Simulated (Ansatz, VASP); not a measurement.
**BN: VASP beside Ansatz**

```
B N
1.0
     2.55394    0.00000    0.00000
    -1.27697    2.21178    0.00000
     0.00000    0.00000    4.22685
B N
2 2
Cartesian
  1.2770 0.7373 4.2257
  0.0000 1.4745 2.1123
  1.2770 0.7373 2.6430
  0.0000 1.4745 0.6295
```

Alike in both runs: task single point; functional PBE; k mesh 12 × 12 × 8; occupations gaussian, width 0.05 eV; no spin polarisation.

|  | VASP | Ansatz |
| --- | --- | --- |
| version | VASP 6.6.1 | Ansatz 0.2.0 |
| potentials or method | VASP PAW PBE potentials, release 64 (B, N), cutoff 520 eV | scalar-relativistic, plane waves, PAW |
| valence electrons in the cell | 16 | 16 |

```csv
,VASP,Ansatz,Ansatz less VASP
gap on the k mesh at the Fermi level (eV),4.33,4.35,+0.016
pressure (GPa),1.7,1.5,-0.24
"traceless stress, the component that is largest in VASP (GPa)",2.20,2.09,-0.111
rms of the force components (eV/Å),1.398,1.394,-0.0044
```

Atom by atom the forces differ by 0.005 eV/Å (rms over components). The functional is the same, so the differences come from potentials, cutoffs and numerics.
